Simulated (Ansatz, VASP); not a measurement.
Mo: VASP beside Ansatz

The input INCAR:

```
SYSTEM = Mo
PREC = Accurate
ENCUT = 520
EDIFF = 1E-8
ISMEAR = -1
SIGMA = 0.03
LREAL = .FALSE.
LASPH = .TRUE.
NELM = 100
ALGO = Normal
ISIF = 2
LWAVE = .FALSE.
LCHARG = .FALSE.
GGA = PE
LEFG = .TRUE.
NBANDS = 13
```

File KPOINTS:

```
regular mesh
0
G
  16 16 16
  0 0 0
```

Contents of POSCAR:

```
Mo
1.0
   -1.6037172796      1.6037172796      1.5800170242
    1.6037172796     -1.6037172796      1.5800170242
    1.5563167688      1.5563167688     -1.5800170242
Mo
1
Direct
    0.0000000000      0.0000000000      0.0000000000
```

Input for Ansatz:

```yaml
crystal:
  lattice:
    - [-1.6037172796, 1.6037172796, 1.5800170242]
    - [1.6037172796, -1.6037172796, 1.5800170242]
    - [1.5563167688, 1.5563167688, -1.5800170242]
  atoms:
    - { symbol: Mo, position: [0.0, 0.0, 0.0] }
kpoints:
  mp_grid: { grid: [16, 16, 16] }
scf:
  occupations: { method: fermi_dirac, width: 0.03 }
hamiltonian:
  xc: pbe
  pseudopotentials: { kind: all_electron, datasets: crystal }
output:
  forces: true
  stress: true
  eigenvalues: true
  efg: { contact_densities: true }
```

Change from the starting cell: xy shear strain of -3 %, crystal datasets.

Alike in both runs: task electric field gradients; functional PBE; k mesh 16 × 16 × 16; occupations fermi-dirac, width 0.03 eV; no spin polarisation.

|  | VASP | Ansatz |
| --- | --- | --- |
| version | VASP 6.6.1 | Ansatz 0.2.0 |
| potentials or method | VASP PAW PBE potentials, release 64 (Mo_sv), cutoff 520 eV | all-electron PAW with datasets made for the crystal, scalar-relativistic |

|  | VASP | Ansatz | Ansatz less VASP |
| --- | --- | --- | --- |
| pressure (GPa) | 0.7 | 0.2 | -0.52 |
| traceless stress, the component that is largest in VASP (GPa) | 3.24 | 3.21 | -0.025 |
| size of Vzz on the site where it differs most (V/Å²) | 3.9 | 3.5 | -0.44 |

Ansatz ran all-electron here, and VASP with PAW potentials.
